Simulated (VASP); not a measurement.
Set up this calculation in VASP 6.6.1, as the native input.

```
Task                   : relaxation of the atoms
Functional             : PBE
Potentials or basis    : VASP PAW PBE potentials, release 64 (Si, Al)
Cutoff                 : 450 eV
k mesh                 : 2 × 2 × 2
Occupations            : fermi-dirac, width 0.15 eV
Spin                   : no spin polarisation
Dipole correction      : no
Further INCAR settings : LREAL = Auto; ALGO = Normal; EDIFF = 1e-07; IBRION = 2; EDIFFG = -0.03; NSW = 80
```

The structure of Al30Si (a cell with a defect) lies in POSCAR:

```
Al30Si
1.0
    8.1000000000      0.0000000000      0.0000000000
    0.0000000000      8.1000000000      0.0000000000
    0.0000000000      0.0000000000      8.1000000000
Si Al
1 30
Direct
    0.2500000000      0.0000000000     -0.2500000000
    0.7500000000      0.2500000000      0.0000000000
    0.7500000000      0.0000000000      0.2500000000
    0.0000000000      0.0000000000      0.0000000000
    0.2500000000      0.2500000000      0.0000000000
    0.5000000000      0.5000000000      0.0000000000
    0.7500000000      0.7500000000      0.0000000000
    0.2500000000      0.0000000000      0.2500000000
    0.5000000000      0.2500000000      0.2500000000
    0.7500000000      0.5000000000      0.2500000000
    0.5000000000      0.0000000000      0.5000000000
    0.7500000000      0.2500000000      0.5000000000
    0.7500000000      0.0000000000      0.7500000000
    0.0000000000      0.5000000000      0.0000000000
    0.2500000000      0.7500000000      0.0000000000
    0.0000000000      0.2500000000      0.2500000000
    0.2500000000      0.5000000000      0.2500000000
    0.5000000000      0.7500000000      0.2500000000
    0.0000000000      0.0000000000      0.5000000000
    0.2500000000      0.2500000000      0.5000000000
    0.5000000000      0.5000000000      0.5000000000
    0.7500000000      0.7500000000      0.5000000000
    0.5000000000      0.2500000000      0.7500000000
    0.7500000000      0.5000000000      0.7500000000
    0.0000000000      0.7500000000      0.2500000000
    0.0000000000      0.5000000000      0.5000000000
    0.2500000000      0.7500000000      0.5000000000
    0.0000000000      0.2500000000      0.7500000000
    0.2500000000      0.5000000000      0.7500000000
    0.5000000000      0.7500000000      0.7500000000
    0.0000000000      0.7500000000      0.7500000000
```

One way to write it, as run:

INCAR

```
  PREC = Accurate
  ENCUT = 450
  EDIFF = 1E-7
  ISMEAR = -1
  SIGMA = 0.15
  LREAL = Auto
  LASPH = True
  NELM = 120
  ALGO = Normal
  ISIF = 2
  LWAVE = False
  LCHARG = False
  GGA = PE
  IBRION = 2
  NSW = 80
  EDIFFG = -0.03
  GGA_COMPAT = False
  NELMIN = 4
  KPAR = 2
  NCORE = 2
```

KPOINTS

```
Automatic mesh
0
Gamma
  2 2 2
```

Potentials or basis: VASP PAW PBE potentials, release 64 (Si, Al).

The run is started by

```bash
$ cat potpaw_PBE.64/Si/POTCAR potpaw_PBE.64/Al/POTCAR > POTCAR
$ mpirun -np 4 vasp_std > vasp.out
```

Results of the run:

The energy gained by relaxing is 1.5 meV/atom. The ionic steps are 7, the pressure after relaxing is -1.3 GPa and the largest force after relaxing is 0.017 eV/Å. The band gap on the k mesh is zero (bands 47 and 48 overlap by 0.92 eV).

Caveat: the k points lie up to 0.39 Å⁻¹ apart, too coarse for converged energies and pressures of a metal.

Run time: 4.1 min on 4 MPI ranks on Intel(R) Xeon(R) Platinum 8375C CPU @ 2.90GHz (Ice Lake) (shared host), peak memory 0.31 GiB a rank.
